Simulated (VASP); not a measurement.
Write the native input for VASP 6.6.1 that does the following.

| Property | Result |
| --- | --- |
| Task | single point |
| Functional | PBE |
| Potentials or basis | VASP PAW PBE potentials, release 64 (Pb_d, O) |
| Cutoff | 520 eV |
| k mesh | 6 × 6 × 6 |
| Occupations | gaussian, width 0.02 eV |
| Spin | no spin polarisation |
| Dipole correction | no |
| Further INCAR settings | ALGO = Normal; EDIFF = 1e-06; NBANDS = 50 |

The structure of PbO lies in POSCAR:

```
PbO
1.0
    5.7130487352      0.0000000000      0.0000000000
    0.0000000000      6.2747587474      0.0000000000
    0.0000000000      0.0000000000      5.2138399416
Pb O
4 4
Direct
    0.4767524679      0.2877679707      0.7675163449
    0.9767524679      0.7122320293      0.7675163449
    0.5232475321      0.7122320293      0.2675163449
    0.0232475321      0.2877679707      0.2675163449
    0.1000847124      0.3782928834      0.8520176551
    0.6000847124      0.6217071166      0.8520176551
    0.3999152876      0.3782928834      0.3520176551
    0.8999152876      0.6217071166      0.3520176551
```

These files were run (other wordings do the same):

INCAR

```
PREC = Accurate ; ENCUT = 520
EDIFF = 1E-6 ; ISMEAR = 0
SIGMA = 0.02 ; LREAL = False
LASPH = True ; NELM = 60
ALGO = Normal ; ISIF = 2
LWAVE = False ; LCHARG = True
GGA = PE ; LELF = True
LVHAR = True ; NBANDS = 50
```

KPOINTS

```
Automatic mesh
0
Gamma
  6 6 6
```

Potentials or basis: VASP PAW PBE potentials, release 64 (Pb_d, O).

The run is started by

```console
$ cat potpaw_PBE.64/Pb_d/POTCAR potpaw_PBE.64/O/POTCAR > POTCAR
$ mpirun -np 1 vasp_std > vasp.out
```

Results of the run:

```
Pressure               : 0.1 GPa
Largest force          : 0.041 eV/Å
Band gap on the k mesh : 2.34 eV (least direct gap 2.90 eV)
```

Caveat: spin-orbit coupling is left out, which moves the levels of the heavy elements.

It took 21 min on 1 thread of Intel Xeon 8259CL (shared host), peak memory 0.52 GiB.
